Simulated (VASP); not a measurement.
# K3TeH (P4/mmm) in VASP: notebook

Runs on K3TeH. Level: PBE. Tasks: single point.

Everything below comes from runs of VASP 6.6.1. Logs are shortened: lines on timing, memory, paths and dates and some standing lists are left out, and cuts for length are marked.

### 1 The cell of the first run

The structure is tetragonal, space group P4/mmm (No. 123). Conventional cell: a = 5.335 Å, b = 5.335 Å, c = 6.429 Å, α = 90.00°, β = 90.00°, γ = 90.00°. K (site symmetry mmm) has 2 Te at 2.67 Å and 2 H at 2.67 Å within 3.5 Å. Within 4.2 Å of K (site symmetry 4/mmm) lie 2 H at 3.21 Å and 8 K at 4.18 Å. Within 3.5 Å of Te (site symmetry 4/mmm) lie 4 K at 2.67 Å. H (site symmetry 4/mmm) has 6 K at 2.67 to 3.21 Å within 3.5 Å.

The cell was generated, and may not be a known phase.

### 2 Single point, PBE

Contents of INCAR:

```
SYSTEM = K3TeH
  PREC = Accurate
  ENCUT = 520
  EDIFF = 1E-7
  ISMEAR = 0
  SIGMA = 0.1
  LREAL = .False.
  LASPH = .True.
  NELM = 60
  ALGO = Normal
  ISIF = 2
  LWAVE = .False.
  LCHARG = .False.
  GGA = PE
  NBANDS = 25
```

Contents of KPOINTS:

```
Automatic mesh
0
Gamma
  4 4 4
  0 0 0
```

Contents of POSCAR:

```
K3TeH
1.0
    5.3345815000      0.0000000000      0.0000000000
    0.0000000000      5.3345815000      0.0000000000
    0.0000000000      0.0000000000      6.4285418700
K Te H
3 1 1
Direct
    0.0000000000      0.5000000000      0.5000000000
    0.5000000000      0.0000000000      0.5000000000
    0.0000000000      0.0000000000      0.0000000000
    0.5000000000      0.5000000000      0.5000000000
    0.0000000000      0.0000000000      0.5000000000
```

Potentials or basis: VASP PAW PBE potentials, release 64 (K_sv, Te, H).

Launch:

```bash
$ cat potpaw_PBE.64/K_sv/POTCAR potpaw_PBE.64/Te/POTCAR potpaw_PBE.64/H/POTCAR > POTCAR
$ mpirun -np 1 vasp_std > vasp.out
```

OUTCAR:

```text
SYSTEM = K3TeH
   PREC = Accurate
   ENCUT = 520
   EDIFF = 1E-7
   ISMEAR = 0
   LREAL = .False.
   LASPH = .True.
   NELM = 60
   ISIF = 2
   GGA = PE

 ion  position               nearest neighbor table
   1  0.000  0.500  0.500-   4 2.67   4 2.67   2 3.77   2 3.77   2 3.77   2 3.77
   2  0.500  0.000  0.500-   4 2.67   4 2.67   1 3.77   1 3.77   1 3.77   1 3.77
   3  0.000  0.000  0.000-
   4  0.500  0.500  0.500-   1 2.67   2 2.67   2 2.67   1 2.67
   5  0.000  0.000  0.500-

  LATTYP: Found a simple tetragonal cell.
 ALAT       =     5.3345815000
 C/A-ratio  =     1.2050695767

  Lattice vectors:

 A1 = (   5.3345815000,   0.0000000000,   0.0000000000)
 A2 = (   0.0000000000,   5.3345815000,   0.0000000000)
 A3 = (   0.0000000000,   0.0000000000,   6.4285418700)

Analysis of symmetry for initial positions (statically):
=====================================================================
 Subroutine PRICEL returns:
 Original cell was already a primitive cell.

 Routine SETGRP: Setting up the symmetry group for a
 simple tetragonal supercell.

 Subroutine GETGRP returns: Found 16 space group operations
 (whereof 16 operations were pure point group operations)
 out of a pool of 16 trial point group operations.

The static configuration has the point symmetry D_4h.

Analysis of symmetry for dynamics (positions and initial velocities):
=====================================================================
 Subroutine PRICEL returns:
 Original cell was already a primitive cell.

 Routine SETGRP: Setting up the symmetry group for a
 simple tetragonal supercell.

 Subroutine GETGRP returns: Found 16 space group operations
 (whereof 16 operations were pure point group operations)
 out of a pool of 16 trial point group operations.

The dynamic configuration has the point symmetry D_4h.

 Subroutine INISYM returns: Found 16 space group operations
 (whereof 16 operations are pure point group operations),
 and found     1 'primitive' translations

----------------------------------------------------------------------------------------

                                     Primitive cell

  volume of cell :     182.9419

  direct lattice vectors                    reciprocal lattice vectors
     5.334581500  0.000000000  0.000000000     0.187456129  0.000000000  0.000000000
     0.000000000  5.334581500  0.000000000     0.000000000  0.187456129  0.000000000
     0.000000000  0.000000000  6.428541870     0.000000000  0.000000000  0.155556271

  length of vectors
     5.334581500  5.334581500  6.428541870     0.187456129  0.187456129  0.155556271

  position of ions in fractional coordinates (direct lattice)
     0.000000000  0.500000000  0.500000000
     0.500000000  0.000000000  0.500000000
     0.000000000  0.000000000  0.000000000
     0.500000000  0.500000000  0.500000000
     0.000000000  0.000000000  0.500000000

  ion indices of the primitive-cell ions
   primitive index   ion index
                 1           1
                 2           2
                 3           3
                 4           4
                 5           5

----------------------------------------------------------------------------------------

 KPOINTS: Automatic mesh

Automatic generation of k-mesh.
 Grid dimensions read from file:
 generate k-points for:    4    4    4

 Generating k-lattice:

  Cartesian coordinates                     Fractional coordinates (reciprocal lattice)
     0.046864032  0.000000000  0.000000000     0.250000000  0.000000000  0.000000000
     0.000000000  0.046864032  0.000000000     0.000000000  0.250000000  0.000000000
     0.000000000  0.000000000  0.038889068     0.000000000  0.000000000  0.250000000

  Length of vectors
     0.046864032  0.046864032  0.038889068

  Shift w.r.t. Gamma in fractional coordinates (k-lattice)
     0.000000000  0.000000000  0.000000000

 Subroutine IBZKPT returns following result:
 ===========================================

 Found     18 irreducible k-points:

 Following reciprocal coordinates:
            Coordinates               Weight
  0.000000  0.000000  0.000000      1.000000
  0.250000  0.000000  0.000000      4.000000
  0.500000  0.000000  0.000000      2.000000
  0.250000  0.250000  0.000000      4.000000
  0.500000  0.250000  0.000000      4.000000
  0.500000  0.500000  0.000000      1.000000
[... 10 lines left out ...]
  0.500000  0.250000  0.500000      4.000000
  0.500000  0.500000  0.500000      1.000000
   k-points           NKPTS =     18   k-points in BZ     NKDIM =     18   number of bands    NBANDS=     25
   number of dos      NEDOS =    301   number of ions     NIONS =      5
   total plane-waves  NPLWV =  76800
   dimension x,y,z NGX =    40 NGY =   40 NGZ =   48
   dimension x,y,z NGXF=    80 NGYF=   80 NGZF=   96
   ions per type =               3   1   1
   NGX,Y,Z   is equivalent  to a cutoff of  12.47, 12.47, 12.41 a.u.
   NGXF,Y,Z  is equivalent  to a cutoff of  24.93, 24.93, 24.83 a.u.
 SYSTEM =  K3TeH
   PREC   = accura    normal or accurate (medium, high low for compatibility)
   ISTART =      0    job   : 0-new  1-cont  2-samecut
   ICHARG =      2    charge: 1-file 2-atom 10-const
   ISPIN  =      1    spin polarized calculation?
   LNONCOLLINEAR =      F non collinear calculations
   LSORBIT =      F    spin-orbit coupling
   LASPH  =      T    aspherical Exc in radial PAW
   ENCUT  =  520.0 eV  38.22 Ry    6.18 a.u.   9.92  9.92 11.95*2*pi/ulx,y,z
   NELM   =     60;   NELMIN=  2; NELMDL= -5     # of ELM steps
   EDIFF  = 0.1E-06   stopping-criterion for ELM
   LREAL  =      F    real-space projection
   EDIFFG = 0.1E-05   stopping-criterion for IOM
   NSW    =      0    number of steps for IOM
   IBRION =     -1    ionic relax: 0-MD 1-quasi-New 2-CG
   NFREE  =      0    steps in history (QN), initial steepest desc. (CG)
   ISIF   =      2    stress and relaxation
   ISYM   =      2    0-nonsym 1-usesym 2-fastsym
   POTIM  = 0.5000    time-step for ionic-motion
   TEBEG  =    0.0;   TEEND  =   0.0 temperature during run
   PSTRESS=    0.0 pullay stress
   NELECT =      34.0000    total number of electrons
   NUPDOWN=      -1.0000    fix difference up-down
   EMIN   =  10.00;   EMAX   =-10.00  energy-range for DOS
   EFERMI =   0.00;   METHOD = LEGACY
   ISMEAR =     0;   SIGMA  =   0.10  broadening in eV -4-tet -1-fermi 0-gaus
   EFERMI_NEDOS =   21; number of points for ismear=-14 and -15
   IALGO  =     38    algorithm
   IMIX   =      4    mixing-type and parameters
     AMIX     =   0.40;   BMIX     =  1.00
     AMIX_MAG =   1.60;   BMIX_MAG =  1.00
  volume/ion in A,a.u.               =      36.59       246.91
  Fermi-wavevector in a.u.,A,eV,Ry     =   0.934251  1.765478 11.875495  0.872824
  Thomas-Fermi vector in A             =   2.061036
   LORBIT       =      0    0 simple, 1 ext, 2 COOP (PROOUT), +10 PAW based schemes
   GGA     = PE    functional components
   LHFCALC =     F    Hartree Fock is set to
   AEXX    =    0.0000 exact exchange contribution
   IVDW    =     0    specifies the selected vdW correction
   LEPSILON=     F    determine dielectric tensor
   LRPA    =     F    only Hartree local field effects (RPA)
 non-spin polarized calculation
 Gauss-broadening in eV      SIGMA  =   0.10
  energy-cutoff  :      520.00
  volume of cell :      182.94
 maximum number of plane-waves:      4948
 NGX is ok and might be reduce to    40
   NGX = 19   NGY = 19   NGZ = 23

 number of electron      33.9999999 magnetization

 Free energy of the ion-electron system (eV)
  ---------------------------------------------------
  ext. energy  EPLUGINS =         0.00000000
  ---------------------------------------------------
  free energy    TOTEN  =        -7.81624667 eV

  energy without entropy =       -7.80503977  energy(sigma->0) =       -7.81064322

 E-fermi :   1.3956     XC(G=0):  -6.7373

 val. band max:        1.3927051641   @ k =   0.0000   0.0000   0.5000
 cond. band min:       1.6713012806   @ k =   0.0000   0.0000   0.2500
 fundamental gap:      0.2785961165
 Fermi energy:         1.3956247969

 k-point     1 :       0.0000    0.0000    0.0000
  band No.  band energies     occupation
      1     -31.5520      2.00000
      2     -28.6814      2.00000
      3     -28.6103      2.00000
      4     -15.0524      2.00000
      5     -15.0524      2.00000
      6     -14.9365      2.00000
[... 17 lines left out ...]
     24       6.3666      0.00000
     25       6.3667      0.00000

 k-point     2 :       0.2500    0.0000    0.0000
  band No.  band energies     occupation
      1     -31.5519      2.00000
      2     -28.6712      2.00000
      3     -28.6209      2.00000
      4     -15.0561      2.00000
      5     -15.0521      2.00000
      6     -14.9356      2.00000
[... 17 lines left out ...]
     24       5.6273      0.00000
     25       5.6463      0.00000

 k-point     3 :       0.5000    0.0000    0.0000
  band No.  band energies     occupation
      1     -31.5518      2.00000
      2     -28.6468      2.00000
      3     -28.6457      2.00000
      4     -15.0598      2.00000
      5     -15.0518      2.00000
      6     -14.9347      2.00000
[... 17 lines left out ...]
     24       5.3867      0.00000
     25       5.7349      0.00000

 k-point     4 :       0.2500    0.2500    0.0000
  band No.  band energies     occupation
      1     -31.5518      2.00000
      2     -28.6639      2.00000
      3     -28.6284      2.00000
      4     -15.0558      2.00000
      5     -15.0557      2.00000
      6     -14.9348      2.00000
[... 17 lines left out ...]
     24       5.2165      0.00000
     25       6.3002      0.00000

 k-point     5 :       0.5000    0.2500    0.0000
  band No.  band energies     occupation
      1     -31.5517      2.00000
      2     -28.6466      2.00000
      3     -28.6460      2.00000
      4     -15.0594      2.00000
      5     -15.0554      2.00000
      6     -14.9339      2.00000
[... 17 lines left out ...]
     24       4.9576      0.00000
     25       6.1228      0.00000

 k-point     6 :       0.5000    0.5000    0.0000
  band No.  band energies     occupation
      1     -31.5516      2.00000
      2     -28.6464      2.00000
      3     -28.6464      2.00000
      4     -15.0589      2.00000
      5     -15.0589      2.00000
      6     -14.9331      2.00000
[... 17 lines left out ...]
     24       4.5276      0.00000
     25       6.4440      0.00000
[... 225 lines left out ...]
 k-point    15 :       0.5000    0.0000    0.5000
  band No.  band energies     occupation
      1     -31.5518      2.00000
      2     -28.6468      2.00000
      3     -28.6457      2.00000
      4     -15.0606      2.00000
      5     -15.0514      2.00000
      6     -14.9361      2.00000
[... 17 lines left out ...]
     24       5.4193      0.00000
     25       6.0629      0.00000

 k-point    16 :       0.2500    0.2500    0.5000
  band No.  band energies     occupation
      1     -31.5518      2.00000
      2     -28.6640      2.00000
      3     -28.6284      2.00000
      4     -15.0560      2.00000
      5     -15.0559      2.00000
      6     -14.9361      2.00000
[... 17 lines left out ...]
     24       5.3803      0.00000
     25       5.6761      0.00000

 k-point    17 :       0.5000    0.2500    0.5000
  band No.  band energies     occupation
      1     -31.5517      2.00000
      2     -28.6466      2.00000
      3     -28.6460      2.00000
      4     -15.0603      2.00000
      5     -15.0557      2.00000
      6     -14.9364      2.00000
[... 17 lines left out ...]
     24       5.9395      0.00000
     25       6.1495      0.00000

 k-point    18 :       0.5000    0.5000    0.5000
  band No.  band energies     occupation
      1     -31.5516      2.00000
      2     -28.6463      2.00000
      3     -28.6463      2.00000
      4     -15.0599      2.00000
      5     -15.0599      2.00000
      6     -14.9367      2.00000
[... 17 lines left out ...]
     24       6.0385      0.00000
     25       6.6346      0.00000

------------------------ aborting loop because EDIFF is reached ----------------------------------------

  FORCE on cell =-STRESS in cart. coord.  units (eV):
  Direction    XX          YY          ZZ          XY          YZ          ZX
  --------------------------------------------------------------------------------------
  -------------------------------------------------------------------------------------
  Total       20.6233510     20.6233510     -1.9886616      0.0000000     -0.0000000      0.0000000
  in kB      180.6161701    180.6161701    -17.4163956      0.0000000     -0.0000000      0.0000000
  external PRESSURE =     114.6053149 kB  Pullay stress =       0.0000000 kB

 VOLUME and BASIS-vectors are now :
 -----------------------------------------------------------------------------
  energy-cutoff  :      520.00
  volume of cell :      182.94
      direct lattice vectors                 reciprocal lattice vectors
     5.334581500  0.000000000  0.000000000     0.187456129  0.000000000  0.000000000
     0.000000000  5.334581500  0.000000000     0.000000000  0.187456129  0.000000000
     0.000000000  0.000000000  6.428541870     0.000000000  0.000000000  0.155556271

 POSITION                                       TOTAL-FORCE (eV/Angst)
 -----------------------------------------------------------------------------------
      0.00000      2.66729      3.21427         0.000000      0.000000      0.000000
      2.66729      0.00000      3.21427         0.000000      0.000000      0.000000
      0.00000      0.00000      0.00000         0.000000      0.000000      0.000000
      2.66729      2.66729      3.21427         0.000000      0.000000      0.000000
      0.00000      0.00000      3.21427         0.000000      0.000000      0.000000
 -----------------------------------------------------------------------------------
    total drift:                                0.000000      0.000000     -0.000000

  FREE ENERGIE OF THE ION-ELECTRON SYSTEM (eV)
  ---------------------------------------------------
  free  energy   TOTEN  =        -7.8162466703 eV

  energy  without entropy=       -7.8050397745  energy(sigma->0) =       -7.81064322
```

Wall time 1.8 min (1 thread of Oxide Virtual Turin-like, shared host); peak memory 0.26 GiB.

Results:

```yaml
Free_energy: -7.8162 eV
Pressure: 11.5 GPa
Band_gap_on_the_k_mesh: zero (bands 17 and 18 overlap by 0.03 eV)
```

Caveat: the stress differs along the axes, from -2 to 18 GPa; semilocal functionals underestimate gaps, and a narrow one can read as zero; spin-orbit coupling is left out, which moves the levels of the heavy elements.

### 3 Single point, PBE

This run uses another cell than the first one, of 45.53 Å³/atom.

Contents of INCAR:

```
SYSTEM = K3TeH
ALGO = Normal
EDIFF = 1E-7
ENCUT = 520
GGA = PE
ISIF = 2
ISMEAR = 0
LASPH = .TRUE.
LCHARG = .FALSE.
LREAL = .FALSE.
LWAVE = .FALSE.
NBANDS = 25
NELM = 100
PREC = Accurate
SIGMA = 0.1
```

Contents of KPOINTS:

```
k-points
0
G
  4 4 4
  0 0 0
```

Edit POSCAR of step 2 so:

```diff
@@ -2,5 +2,5 @@
 1.0
-    5.3345815000      0.0000000000      0.0000000000
-    0.0000000000      5.3345815000      0.0000000000
-    0.0000000000      0.0000000000      6.4285418700
+    6.4987812559      0.0000000000      0.0000000000
+    0.0000000000      6.4987812559      0.0000000000
+    0.0000000000      0.0000000000      5.3904775018
 K Te H
```

Potentials or basis: VASP PAW PBE potentials, release 64 (K_sv, Te, H).

Launch:

```bash
$ cat potpaw_PBE.64/K_sv/POTCAR potpaw_PBE.64/Te/POTCAR potpaw_PBE.64/H/POTCAR > POTCAR
$ mpirun -np 1 vasp_std > vasp.out
```

Run time: 2 min. Hardware: 1 thread of Oxide Virtual Turin-like, shared host; peak memory 0.3 GiB.

The run converged. Its results:

```yaml
Free_energy: -11.5886 eV
Pressure: 0.2 GPa
Band_gap_on_the_k_mesh: 0.99 eV
```

Stress tensor (GPa, compression positive):
```
0.34 0.00 0.00
0.00 0.34 0.00
0.00 0.00 0.03
```

Levels at points of the mesh, in eV from the valence-band top:
```csv
k point,band 13,band 14,band 15,band 16,band 17,band 18,band 19,band 20,band 21,band 22
"(0.00, 0.00, 0.00)",-9.04,-2.42,-0.52,-0.52,0.00,0.99,2.44,3.40,4.07,4.07
"(0.50, 0.00, 0.00)",-8.92,-2.42,-0.95,-0.56,-0.06,1.40,1.97,3.07,4.26,4.43
"(0.50, 0.50, 0.00)",-8.80,-2.15,-1.29,-1.29,-0.10,2.27,2.27,2.87,3.16,4.37
"(0.00, 0.00, 0.50)",-9.01,-1.91,-0.93,-0.39,-0.39,1.85,3.17,3.17,3.41,4.02
"(0.50, 0.00, 0.50)",-8.89,-1.94,-0.84,-0.77,-0.42,1.26,2.59,3.17,3.27,3.43
"(0.50, 0.50, 0.50)",-8.77,-1.67,-1.11,-1.11,-0.84,1.83,2.45,2.45,3.13,3.13
```

Caveat: spin-orbit coupling is left out, which moves the levels of the heavy elements.

### 4 Single point, PBE

This run uses another cell than the first one, of 46.35 Å³/atom.

Contents of INCAR:

```
PREC = Accurate ; ENCUT = 520
EDIFF = 1E-6 ; ISMEAR = 0
SIGMA = 0.02 ; LREAL = False
LASPH = True ; NELM = 60
ALGO = Normal ; ISIF = 2
LWAVE = False ; LCHARG = False
GGA = PE ; NBANDS = 25
```

Contents of KPOINTS:

```
Automatic mesh
0
Gamma
  4 4 6
```

Edit POSCAR of step 3 so:

```diff
@@ -2,5 +2,5 @@
 1.0
-    6.4987812559      0.0000000000      0.0000000000
-    0.0000000000      6.4987812559      0.0000000000
-    0.0000000000      0.0000000000      5.3904775018
+    6.5544549684      0.0000000000      0.0000000000
+    0.0000000000      6.5544549684      0.0000000000
+    0.0000000000      0.0000000000      5.3949908449
 K Te H
```

Launch:

```bash
$ cat potpaw_PBE.64/K_sv/POTCAR potpaw_PBE.64/Te/POTCAR potpaw_PBE.64/H/POTCAR > POTCAR
$ mpirun -np 1 vasp_std > vasp.out
```

It took 2.4 min on 1 thread of Oxide Virtual Turin-like, shared host; peak memory 0.34 GiB.

It converged, with:

```yaml
Free_energy: -11.5960 eV
Pressure: 0.0 GPa
Band_gap_on_the_k_mesh: 0.96 eV
```

Levels at points of the mesh, in eV from the valence-band top:
```tsv
k point	band 14	band 15	band 16	band 17	band 18	band 19	band 20	band 21
(0.00, 0.00, 0.00)	-2.43	-0.55	-0.55	0.00	0.96	2.39	3.37	3.97
(0.50, 0.00, 0.00)	-2.43	-0.97	-0.59	-0.05	1.35	1.93	3.01	4.19
(0.50, 0.50, 0.00)	-2.18	-1.29	-1.29	-0.10	2.22	2.22	2.80	3.13
(0.00, 0.00, 0.50)	-1.92	-0.93	-0.42	-0.42	1.80	3.14	3.14	3.37
(0.50, 0.00, 0.50)	-1.95	-0.83	-0.78	-0.45	1.24	2.54	3.13	3.21
(0.50, 0.50, 0.50)	-1.69	-1.11	-1.11	-0.83	1.79	2.41	2.41	3.08
```

Caveat: spin-orbit coupling is left out, which moves the levels of the heavy elements.

### 5 Overview

```csv
cell,k mesh,smearing,gap on the mesh (eV),pressure (GPa)
"a = 5.335, b = 5.335, c = 6.429 Å, 5 atoms",4 × 4 × 4,gaussian 0.1 eV,none,11.5
"a = 6.499, b = 6.499, c = 5.390 Å, 5 atoms",4 × 4 × 4,gaussian 0.1 eV,0.99,0.2
"a = 6.554, b = 6.554, c = 5.395 Å, 5 atoms",4 × 4 × 6,gaussian 0.02 eV,0.96,0.0
```

Alike in all rows: task single point; level PBE; potentials or basis VASP PAW PBE potentials, release 64 (K_sv, Te, H); no spin polarisation; cutoff (eV) 520.

Caveats: spin-orbit coupling is left out, which moves the levels of the heavy elements; the stress differs along the axes, from -2 to 18 GPa (at least some runs); semilocal functionals underestimate gaps, and a narrow one can read as zero (at least some runs).

Absolute energies hang on the potentials; compare differences alone.

The gap in the log of VASP goes by the Fermi energy; the results here count the filled bands.